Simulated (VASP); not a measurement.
Write the native input for VASP 6.6.1 that does the following.

| Item | Value |
| --- | --- |
| Task | single point |
| Functional | r2SCAN |
| Potentials or basis | VASP PAW PBE potentials, release 64 (Mg_sv, B) |
| Cutoff | 660 eV |
| k mesh | 15 × 15 × 12 |
| Occupations | gaussian, width 0.1 eV |
| Spin | no spin polarisation |
| Dipole correction | no |
| Further INCAR settings | ALGO = Normal; EDIFF = 1e-06; NBANDS = 15 |

MgB2:

```
Mg B
1.0
     3.06573    0.00000    0.00000
    -1.53287    2.65500    0.00000
     0.00000    0.00000    3.52051
Mg B
1 2
Direct
  0.00000 0.00000 0.00000
  0.33333 0.66667 0.50000
  0.66667 0.33333 0.50000
```

One way to write it, as run:

POSCAR

```
MgB2
1.0
    3.0657312946      0.0000000000      0.0000000000
   -1.5328656473      2.6550011823      0.0000000000
    0.0000000000      0.0000000000      3.5205112975
Mg B
1 2
Direct
    0.0000000000      0.0000000000      0.0000000000
    0.3333333333      0.6666666667      0.5000000000
    0.6666666667      0.3333333333      0.5000000000
```

INCAR.step1

```
  PREC = Accurate
  ENCUT = 660
  ISMEAR = 0
  SIGMA = 0.1
  LREAL = False
  LASPH = True
  NELM = 120
  NBANDS = 15
  GGA = PE
  ALGO = Normal
  EDIFF = 1E-5
  LWAVE = True
  LCHARG = False
  GGA_COMPAT = False
```

INCAR.step2

```
  PREC = Accurate
  ENCUT = 660
  EDIFF = 1E-6
  ISMEAR = 0
  SIGMA = 0.1
  LREAL = False
  LASPH = True
  NELM = 120
  ALGO = Normal
  ISIF = 2
  LWAVE = False
  LCHARG = False
  METAGGA = R2SCAN
  LMIXTAU = True
  NBANDS = 15
  ISTART = 1
  GGA_COMPAT = False
```

KPOINTS

```
Automatic mesh
0
Gamma
  15 15 12
```

Potentials or basis: VASP PAW PBE potentials, release 64 (Mg_sv, B).

Run with:

```sh
$ cat potpaw_PBE.64/Mg_sv/POTCAR potpaw_PBE.64/B/POTCAR > POTCAR
$ cp INCAR.step1 INCAR
$ mpirun -np 1 vasp_std > vasp.out
$ cp INCAR.step2 INCAR
$ mpirun -np 1 vasp_std > vasp.out
```

Results of the run:

* Pressure: -0.1 GPa
* Band gap on the k mesh: zero (bands 8 and 9 overlap by 3.97 eV)

Caveat: the PAW data sets were made with another functional, which shifts forces and pressure a little.

Run time: 4.6 min on 1 thread of Intel(R) Xeon(R) Platinum 8375C CPU @ 2.90GHz (Ice Lake) (shared host), peak memory 0.24 GiB.
